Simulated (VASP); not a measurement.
Runs of VASP 6.6.1 on TiO2. The structure is that of space group I4_1/amd (No. 141), or close to it. The cells are those of the table. 

```csv
cell,gap on the mesh (eV),pressure (GPa),largest force (eV/Å)
"a = 5.377 Å, angles 139.9, 139.9, 58.0°, 6 atoms",(c),23.7,0.57
"a = 5.504 Å, angles 140.9, 140.9, 56.5°, 6 atoms",2.29,15.2,0.09
"a = 5.646 Å, angles 139.4, 139.4, 58.7°, 6 atoms",1.93,(b),0.23
"a = 5.690 Å, angles 140.4, 140.4, 57.3°, 6 atoms",1.98,-10.2,0.38
"a = 5.396 Å, angles 139.4, 139.4, 58.7°, 6 atoms",2.24,15.3,0.62
"a = 5.626 Å, angles 139.9, 139.9, 58.0°, 6 atoms",2.00,-7.7,0.21
"a = 5.440 Å, angles 140.4, 140.4, 57.2°, 6 atoms",2.31,19.2,0.21
"a = 5.582 Å, angles 139.0, 139.0, 59.4°, 6 atoms",(a),-9.7,0.02
```

Alike in all rows: task single point; level PBE; potentials or basis VASP PAW PBE potentials, release 64 (Ti_sv, O); no spin polarisation; k mesh 10 × 10 × 10; cutoff (eV) 520; smearing gaussian 0.05 eV.

Task: Fill in the values left out.

Result: (a) 1.96; (b) -12.3; (c) 2.33.

Caveats: the cell stands under tension (at least some runs); the cell stands under pressure (at least some runs); the stress differs along the axes, from 10 to 18 GPa (at least some runs); the stress differs along the axes, from 13 to 19 GPa (at least some runs).

A k mesh can miss the band edges.
